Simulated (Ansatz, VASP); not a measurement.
Two plane-wave programs on TaN

```
Ta N
1.0
     2.92399    0.00000    0.00000
    -1.46199    2.53225    0.00000
     0.00000    0.00000    2.87073
Ta N
1 1
Direct
  0.33333 0.66667 0.50000
  0.00000 0.00000 0.00000
```

Alike in both runs: task single point; functional PBEsol; k mesh 24 × 24 × 20; occupations gaussian, width 0.15 eV; no spin polarisation.

|  | VASP | Ansatz |
| --- | --- | --- |
| version | VASP 6.6.1 | Ansatz 0.2.0 |
| potentials or method | VASP PAW PBE potentials, release 64 (Ta_pv, N), cutoff 520 eV | scalar-relativistic, plane waves, PAW |
| valence electrons in the cell | 16 | 18 |

```csv
,VASP,Ansatz,Ansatz less VASP
gap on the k mesh at the Fermi level (eV),none,none,-
pressure (GPa),0.8,0.0,-0.85
"traceless stress, the component that is largest in VASP (GPa)",0.14,0.00,-0.138
```

VASP's potentials were made for PBE, not for PBEsol. A gap of «none» marks a metal or a gap that the smearing closes. VASP's potentials hold 16 valence electrons a cell and Ansatz's 18, so a difference there can come from the potentials and not from the codes.

Spin-orbit coupling is off throughout.
